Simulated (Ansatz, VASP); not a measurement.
# Al: VASP beside Ansatz

Contents of INCAR:

```
  PREC = Accurate
  ENCUT = 500
  EDIFF = 1E-6
  ISMEAR = 0
  SIGMA = 0.1
  LREAL = False
  LASPH = True
  NELM = 120
  ALGO = Normal
  ISIF = 2
  LWAVE = False
  LCHARG = True
  LELF = True
  LVHAR = True
  NBANDS = 10
  GGA_COMPAT = False
```

File KPOINTS:

```
Automatic mesh
0
Gamma
  9 9 6
```

The input POSCAR:

```
Al
1.0
    2.8124553515      0.0000000000      0.0000000000
   -1.4062276757      2.4356577814      0.0000000000
    0.0000000000      0.0000000000      4.8668500000
Al
2
Direct
    0.6666666667      0.3333333333      0.7500000000
    0.3333333333      0.6666666667      0.2500000000
```

Input for Ansatz:

```yaml
crystal:
  lattice:
    - [2.8124553515, 0.0, 0.0]
    - [-1.4062276757, 2.4356577814, 0.0]
    - [0.0, 0.0, 4.86685]
  atoms:
    - { symbol: Al, position: [0.6666666667, 0.3333333333, 0.75] }
    - { symbol: Al, position: [0.3333333333, 0.6666666667, 0.25] }
basis:
  ecutwfc: 590
kpoints:
  mp_grid: { grid: [9, 9, 6] }
hamiltonian:
  xc: lda
scf:
  occupations: { method: gaussian, width: 0.1 }
  max_iter: 80
  convergence: { dr2_threshold: "1e-8 eV" }
output:
  forces: true
  stress: true
  eigenvalues: true
```

Alike in both runs: task single point; functional LDA; k mesh 9 × 9 × 6; occupations gaussian, width 0.1 eV; no spin polarisation.

```csv
,VASP,Ansatz
version,VASP 6.6.1,Ansatz 0.2.0
potentials or method,"VASP PAW LDA potentials, release 64 (Al), cutoff 500 eV","scalar-relativistic, plane waves, PAW"
valence electrons in the cell,6,6
```

|  | VASP | Ansatz | Ansatz less VASP |
| --- | --- | --- | --- |
| gap on the k mesh at the Fermi level (eV) | none | none | - |
| pressure (GPa) | -3.0 | -3.0 | -0.06 |
| traceless stress, the component that is largest in VASP (GPa) | -0.52 | -0.51 | +0.007 |

LDA's correlation is that of Perdew and Zunger in VASP and of Perdew and Wang (1992) in Ansatz. A gap of «none» marks a metal or a gap that the smearing closes. Ansatz's warnings: stress scf threshold loose.
